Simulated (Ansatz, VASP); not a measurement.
CdF2: VASP beside Ansatz

```
Cd F
1.0
     0.00000    2.54546    2.54546
     2.54546    0.00000    2.54546
     2.54546    2.54546    0.00000
Cd F
1 2
Direct
  0.00000 0.00000 0.00000
  0.25000 0.25000 0.25000
  0.75000 0.75000 0.75000
```

Change from the starting cell: hydrostatic strain -5.5%.

Alike in both runs: task single point; functional r2SCAN; k mesh 8 × 8 × 8; no spin polarisation.

```csv
,VASP,Ansatz
version,VASP 6.6.1,Ansatz 0.2.0
potentials or method,"VASP PAW PBE potentials, release 64 (Cd, F)","plane waves, PAW"
plane-wave cutoff (eV),520,500
occupations,"gaussian, width 0.01 eV",fixed
valence electrons in the cell,26,34
```

VASP gave:

| Quantity | Value |
| --- | --- |
| gap on the k mesh at the Fermi level (eV) | 4.37 |
| pressure (GPa) | 31.5 |

Task: Which values does Ansatz return?

Result: gap on the k mesh at the Fermi level (eV): 4.43; pressure (GPa): 28.9.

VASP's potentials were made for PBE, not for r2SCAN. Both programs put the cell under a high pressure, so it lies far from rest at this level. VASP's potentials hold 26 valence electrons a cell and Ansatz's 34, so a difference there can come from the potentials and not from the codes.
